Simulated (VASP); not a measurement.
Input of a VASP 6.6.1 run:

Contents of INCAR:

```
PREC = Accurate
ENCUT = 600
EDIFF = 1E-6
ISMEAR = -1
SIGMA = 0.05
LREAL = F
LASPH = T
NELM = 150
ALGO = Normal
ISIF = 3
LWAVE = F
LCHARG = F
ISPIN = 2
MAGMOM = 1 1
LORBIT = 11
LMAXMIX = 4
GGA = PE
IBRION = 2
NSW = 32
EDIFFG = -0.005
PSTRESS = -9.399999999999999
```

File KPOINTS:

```
regular mesh
0
Gamma
  18 18 10
```

Contents of POSCAR:

```
Ni
1.0
    2.4880289160      0.0000000000      0.0000000000
   -1.2440144580      2.1546962466      0.0000000000
    0.0000000000      0.0000000000      4.0933895899
Ni
2
Direct
    0.3333333333      0.6666666667      0.2500000000
    0.6666666667      0.3333333333      0.7500000000
```

Potentials or basis: VASP PAW PBE potentials, release 64 (Ni).

Launch:

```console
$ cat potpaw_PBE.64/Ni/POTCAR > POTCAR
$ mpirun -np 1 vasp_std > vasp.out
```

**Question.** What does it give for the site moments?

**Answer.** Ni +0.63 μB.

**Question.** Predict the net moment.

**Answer.** 1.23 μB per cell.

**Question.** Estimate the space group after relaxing (to 0.1 Å).

**Answer.** P6_3/mmc (No. 194).

Final structure:
```
CELL_PARAMETERS angstrom
2.48752 0.00000 0.00000
-1.24376 2.15426 0.00000
0.00000 0.00000 4.09251
ATOMIC_POSITIONS crystal
Ni 0.33333 0.66667 0.25000
Ni 0.66667 0.33333 0.75000
```
